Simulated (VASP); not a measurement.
# C (P-1) in VASP: further runs, part 2 of 2

VASP 6.6.1. The steps go on from the part before.

## Step 3: Relaxation of cell and atoms, PBE

File INCAR:

```
SYSTEM = C
  ALGO = Normal
  EDIFF = 1E-6
  EDIFFG = -0.04
  ENCUT = 600
  GGA = PE
  IBRION = 2
  ISIF = 3
  ISMEAR = 0
  LASPH = .TRUE.
  LCHARG = .FALSE.
  LREAL = .FALSE.
  LWAVE = .FALSE.
  NELM = 80
  NSW = 90
  PREC = Accurate
  SIGMA = 0.1
```

File KPOINTS:

```
k-points
0
G
  8 6 6
  0 0 0
```

File POSCAR:

```
C
1.0
    2.4644716800      0.0000000000      0.0000000000
    0.1824919100      2.9546525700      0.0000000000
    0.7063463000      1.1946170000      3.4145167800
C
6
Direct
    0.8716260200      0.9803190200      0.7543720000
    0.1283739800      0.0196809800      0.2456280000
    0.2805090000      0.2817679900      0.8184990300
    0.7935289700      0.5222669800      0.6717619900
    0.2064710300      0.4777330200      0.3282380100
    0.7194910000      0.7182320100      0.1815009700
```

Potentials or basis: VASP PAW PBE potentials, release 64 (C).

Run with:

```bash
$ cat potpaw_PBE.64/C/POTCAR > POTCAR
$ mpirun -np 1 vasp_std > vasp.out
```

OUTCAR:

```text
SYSTEM = C
   EDIFF = 1E-6
   EDIFFG = -0.04
   ENCUT = 600
   GGA = PE
   IBRION = 2
   ISIF = 3
   ISMEAR = 0
   LASPH = .TRUE.
   LREAL = .FALSE.
   NELM = 80
   NSW = 90
   PREC = Accurate

 ion  position               nearest neighbor table
   1  0.872  0.980  0.754-   3 1.49   6 1.49   4 1.52   4 1.54   3 1.68   2 1.83   5 1.85   2 2.07

   2  0.128  0.020  0.246-   6 1.49   3 1.49   5 1.52   5 1.54   6 1.68   1 1.83   4 1.85   1 2.07

   3  0.281  0.282  0.818-   4 1.41   4 1.46   1 1.49   2 1.49   1 1.68   5 1.75
   4  0.794  0.522  0.672-   3 1.41   3 1.46   5 1.50   1 1.52   1 1.54   6 1.75   2 1.85
   5  0.206  0.478  0.328-   6 1.41   6 1.46   4 1.50   2 1.52   2 1.54   3 1.75   1 1.85
   6  0.719  0.718  0.182-   5 1.41   5 1.46   2 1.49   1 1.49   2 1.68   4 1.75

  LATTYP: Found a triclinic cell.
 ALAT       =     2.4644716800
 B/A-ratio  =     2.7064853400
 C/A-ratio  =     1.6320208043
 COS(alpha) =     0.0011311441
 COS(beta)  =     0.4371196408
 COS(gamma) =     0.8175039855

  Lattice vectors:

 A1 = (   2.4644716800,   0.0000000000,   0.0000000000)
 A2 = (   5.4527977500,  -1.7600355700,   3.4145167800)
 A3 = (   1.7581253800,  -1.1946170000,  -3.4145167800)

Analysis of symmetry for initial positions (statically):
=====================================================================
 Subroutine PRICEL returns:
 Original cell was already a primitive cell.

 Routine SETGRP: Setting up the symmetry group for a
 triclinic supercell.

 Subroutine GETGRP returns: Found  2 space group operations
 (whereof  2 operations were pure point group operations)
[... 176 lines left out ...]

 val. band max:       16.9387097330   @ k =   0.2500   0.1667   0.0000
 cond. band min:      16.9692981826   @ k =   0.2500  -0.1667   0.1667
 fundamental gap:      0.0305884496
 Fermi energy:        16.9421304523

 k-point     1 :       0.0000    0.0000    0.0000
  band No.  band energies     occupation
      1     -12.2135      2.00000
      2      -3.2536      2.00000
      3      -2.4303      2.00000
      4       2.8400      2.00000
      5       3.2425      2.00000
      6       4.0586      2.00000
[... 560 lines left out ...]
  FREE ENERGIE OF THE ION-ELECTRON SYSTEM (eV)
  ---------------------------------------------------
  free  energy   TOTEN  =       -42.6165070393 eV

  energy  without entropy=      -42.6109344642  energy(sigma->0) =      -42.61372075

[... ionic steps 4 to 21 ...]

--------------------------------------- Ionic step       22  -------------------------------------------

 number of electron      24.0000005 magnetization

------------------------ aborting loop because EDIFF is reached ----------------------------------------
[... 75 lines left out ...]
--------------------------------------- Ionic step       24  -------------------------------------------

 number of electron      24.0000005 magnetization

 Free energy of the ion-electron system (eV)
  ---------------------------------------------------
  ext. energy  EPLUGINS =         0.00000000
  ---------------------------------------------------
  free energy    TOTEN  =       -50.67607995 eV

  energy without entropy =      -50.67356568  energy(sigma->0) =      -50.67482282

 E-fermi :   8.6326     XC(G=0): -12.6210

 val. band max:        8.6265271697   @ k =   0.1250  -0.0000   0.0000
 cond. band min:       8.6472190332   @ k =   0.2500  -0.0000   0.0000
 fundamental gap:      0.0206918635
 Fermi energy:         8.6326164452

 k-point     1 :       0.0000    0.0000    0.0000
  band No.  band energies     occupation
      1     -12.7825      2.00000
      2      -7.4217      2.00000
      3      -6.6755      2.00000
      4      -3.0087      2.00000
      5      -2.1787      2.00000
      6       0.3939      2.00000
[... 480 lines left out ...]
  FREE ENERGIE OF THE ION-ELECTRON SYSTEM (eV)
  ---------------------------------------------------
  free  energy   TOTEN  =       -50.6760799534 eV

  energy  without entropy=      -50.6735656769  energy(sigma->0) =      -50.67482282

 reached required accuracy - stopping structural energy minimisation
```

It took 5.6 min on 1 thread of Intel Xeon 6975P-C (Granite Rapids), shared host; peak memory 0.18 GiB.

Results:

```
Free energy                           : -50.6761 eV
Relaxed volume                        : 6.26 Å³/atom
Relaxed cell                          : a = 2.454 Å, b = 3.734 Å, c = 4.504 Å, α = 87.72°, β = 75.03°, γ = 108.29°
Space group after relaxing (to 0.1 Å) : C2/m (No. 12)
Energy gained by relaxing             : 3374.7 meV/atom
Ionic steps                           : 24
Pressure after relaxing               : 0.0 GPa
Largest force after relaxing          : 0.033 eV/Å
Band gap on the k mesh                : zero (bands 12 and 13 overlap by 6.47 eV)
```

Forces in eV/Å, atoms in the order of the input:
```
C   -0.006  0.032  0.003
C    0.006 -0.032 -0.003
C    0.015  0.003  0.009
C    0.004  0.011 -0.009
C   -0.004 -0.011  0.009
C   -0.015 -0.003 -0.009
```

Stress tensor (GPa, compression positive):
```
 0.11  0.02  0.08
 0.02 -0.12 -0.04
 0.08 -0.04  0.02
```

The path:
```tsv
step	energy change (eV)	largest force (eV/Å)	pressure (GPa)	volume (Å³)
1	0.0000	9.3319	261.20	24.86
2	-9.0650	4.3801	-37.64	57.64
3	-12.1884	4.3090	-11.62	40.72
4	-15.2555	2.2718	-31.54	42.47
5	-15.3317	2.5777	-31.48	42.64
6	-17.1264	4.1611	28.45	35.71
7	-17.1618	3.5867	19.44	36.41
8	-18.4007	4.5829	31.24	34.89
9	-18.4074	4.6893	33.55	34.73
10	-19.5524	2.5988	16.32	35.91
11	-19.5527	2.6072	16.41	35.89
12	-20.0715	1.0812	2.87	37.06
13	-20.1259	1.3670	-1.97	37.61
14	-20.2077	0.4608	-1.58	37.67
15	-20.2135	0.6483	-1.36	37.69
16	-20.2373	0.2856	-0.55	37.59
17	-20.2379	0.2843	-0.37	37.57
18	-20.2450	0.1156	0.37	37.51
19	-20.2459	0.1577	0.75	37.48
20	-20.2474	0.0427	0.01	37.54
21	-20.2474	0.0475	-0.12	37.55
22	-20.2477	0.0406	-0.10	37.55
23	-20.2478	0.0580	-0.07	37.54
24	-20.2480	0.0328	0.00	37.53
```

Final structure:
```xyz
6
Lattice="2.3993 -0.4433 0.2650 -0.4699 3.6774 -0.4441 0.8610 0.8170 4.3452" Properties=species:S:1:pos:R:3 pbc="T T T"
C     2.6953    3.2255    3.5499
C     0.0951    0.8256    0.6162
C     1.1059    1.4322    3.4661
C     2.5060    1.8686    2.9637
C     0.2845    2.1825    1.2025
C     1.6846    2.6189    0.7001
```

Levels at points of the mesh, in eV from the Fermi level:
```tsv
k point	band 9	band 10	band 11	band 12	band 13	band 14	band 15	band 16
(0.00, 0.00, 0.00)	-3.93	-3.79	-2.49	0.74	3.34	5.51	7.59	7.79
(0.50, 0.00, 0.00)	-6.48	-5.32	-4.70	-2.42	-2.05	6.27	6.43	7.53
(0.00, 0.50, 0.00)	-3.81	-2.57	-1.42	4.16	5.23	5.46	5.81	6.37
(0.50, 0.50, 0.00)	-6.04	-5.60	-2.99	-1.88	-0.80	5.90	6.75	7.54
(0.00, 0.00, 0.50)	-4.03	-2.77	-2.56	1.61	3.63	5.44	5.50	7.16
(0.50, 0.00, 0.50)	-5.76	-5.50	-3.09	-2.06	-1.16	5.56	7.21	7.61
(0.00, 0.50, 0.50)	-4.05	-3.65	-2.09	3.73	4.15	4.83	5.27	6.40
(0.50, 0.50, 0.50)	-6.46	-5.16	-4.90	-2.22	-1.80	6.61	6.89	7.95
```

Caveat: the k points lie up to 0.35 Å⁻¹ apart in the final cell, too coarse for converged energies and pressures of a metal; the volume moved by over 15 % at a fixed basis, so the end points are rough.

## Step 4: Single point, PBE, collinear spin

File INCAR:

```
SYSTEM = C
PREC = Accurate
ENCUT = 520
EDIFF = 1E-7
ISMEAR = 0
SIGMA = 0.1
LREAL = .FALSE.
LASPH = .TRUE.
NELM = 150
ALGO = Normal
ISIF = 2
LWAVE = .FALSE.
LCHARG = .FALSE.
ISPIN = 2
MAGMOM = 1 1 1 1 1 1
LORBIT = 11
GGA = PE
NBANDS = 25
```

File KPOINTS:

```
Automatic mesh
0
G
  8 6 6
  0 0 0
```

POSCAR is that of step 3.

Run with:

```bash
$ cat potpaw_PBE.64/C/POTCAR > POTCAR
$ mpirun -np 1 vasp_std > vasp.out
```

Run time: 82 s. Hardware: 1 thread of Intel Xeon 6975P-C (Granite Rapids), shared host; peak memory 0.22 GiB.

The run converged. Its results:

| Quantity | Value |
| --- | --- |
| Free energy | -30.4072 eV |
| Pressure | 262.2 GPa |
| Largest force | 9.335 eV/Å |
| Band gap on the k mesh | zero (filled and empty bands overlap) |
| Net moment | 0.00 μB per cell |
| Valence electrons inside the program's atomic spheres | C 2.71, 2.77, 2.83 (each value once) |

Forces in eV/Å, atoms in the order of the input:
```
C   -0.858 -8.639  3.432
C    0.858  8.639 -3.432
C   -0.368 -2.366  3.493
C    2.749  1.491  3.949
C   -2.749 -1.491 -3.949
C    0.368  2.366 -3.493
```

Stress tensor (GPa, compression positive):
```
196.57 -13.24  36.03
-13.24 272.99 -32.82
 36.03 -32.82 316.96
```

Levels at points of the mesh, in eV from the Fermi level:
Spin up:
| k point | band 8 | band 9 | band 10 | band 11 | band 12 | band 13 | band 14 | band 15 | band 16 | band 17 |
| --- | --- | --- | --- | --- | --- | --- | --- | --- | --- | --- |
| (0.00, 0.00, 0.00) | -10.18 | -9.49 | -2.74 | -2.11 | -0.76 | -0.46 | 3.05 | 6.19 | 6.56 | 7.16 |
| (0.50, 0.00, 0.00) | -9.09 | -8.49 | -7.32 | -3.48 | -2.92 | -2.47 | 0.93 | 4.24 | 7.51 | 10.66 |
| (0.00, 0.50, 0.00) | -9.48 | -4.49 | -2.94 | -1.99 | -1.56 | 0.49 | 1.72 | 3.44 | 5.20 | 7.57 |
| (0.50, 0.50, 0.00) | -11.65 | -9.96 | -6.55 | -4.97 | 0.96 | 4.38 | 5.03 | 7.35 | 7.47 | 9.34 |
| (0.00, 0.00, 0.50) | -8.00 | -6.94 | -6.49 | -3.64 | -1.54 | 0.47 | 1.25 | 3.21 | 4.35 | 6.93 |
| (0.50, 0.00, 0.50) | -8.46 | -7.03 | -4.52 | -4.33 | -4.17 | -1.21 | 2.38 | 3.00 | 4.92 | 6.41 |
| (0.00, 0.50, 0.50) | -7.82 | -4.33 | -3.11 | -1.89 | -1.26 | -0.53 | 0.17 | 5.63 | 5.81 | 6.15 |
| (0.50, 0.50, 0.50) | -13.53 | -7.86 | -6.35 | -1.37 | 2.76 | 3.89 | 5.24 | 6.94 | 7.56 | 9.56 |
Spin down:
```
           k point  band 9  band 10  band 11  band 12  band 13  band 14  band 15  band 16
(0.00, 0.00, 0.00)   -9.49    -2.74    -2.11    -0.76    -0.46     3.05     6.19     6.56
(0.50, 0.00, 0.00)   -8.49    -7.32    -3.48    -2.92    -2.47     0.93     4.24     7.51
(0.00, 0.50, 0.00)   -4.49    -2.94    -1.99    -1.56     0.49     1.72     3.44     5.20
(0.50, 0.50, 0.00)   -9.96    -6.55    -4.97     0.96     4.38     5.03     7.35     7.47
(0.00, 0.00, 0.50)   -6.94    -6.49    -3.64    -1.54     0.47     1.25     3.21     4.35
(0.50, 0.00, 0.50)   -7.03    -4.52    -4.33    -4.17    -1.21     2.38     3.00     4.92
(0.00, 0.50, 0.50)   -4.33    -3.11    -1.89    -1.26    -0.53     0.17     5.63     5.81
(0.50, 0.50, 0.50)   -7.86    -6.35    -1.37     2.76     3.89     5.24     6.94     7.56
```

Caveat: the k points lie up to 0.38 Å⁻¹ apart, too coarse for converged energies and pressures of a metal; forces of over 1 eV/Å act on the atoms, so gaps and moduli don't describe the material at rest.

## Step 5: Summary

| task | spin | cell | cutoff (eV) | gap on the mesh (eV) | pressure (GPa) | largest force (eV/Å) |
| --- | --- | --- | --- | --- | --- | --- |
| single point | off | as given | 520 | none | 262.2 | 9.34 |
| relaxation of cell and atoms | off | relaxed | 600 | none | 0.0 | 0.03 |
| single point | collinear | as given | 520 | none | 262.2 | 9.33 |

Alike in all rows: level PBE; potentials or basis VASP PAW PBE potentials, release 64 (C); k mesh 8 × 6 × 6; smearing gaussian 0.1 eV.

Caveats: all runs use coarse meshes; forces of over 1 eV/Å act on the atoms, so gaps and moduli don't describe the material at rest (at least some runs); the volume moved by over 15 % at a fixed basis, so the end points are rough (at least some runs).

Total energies depend on the potentials used, so only differences within one code and one set of settings carry meaning.
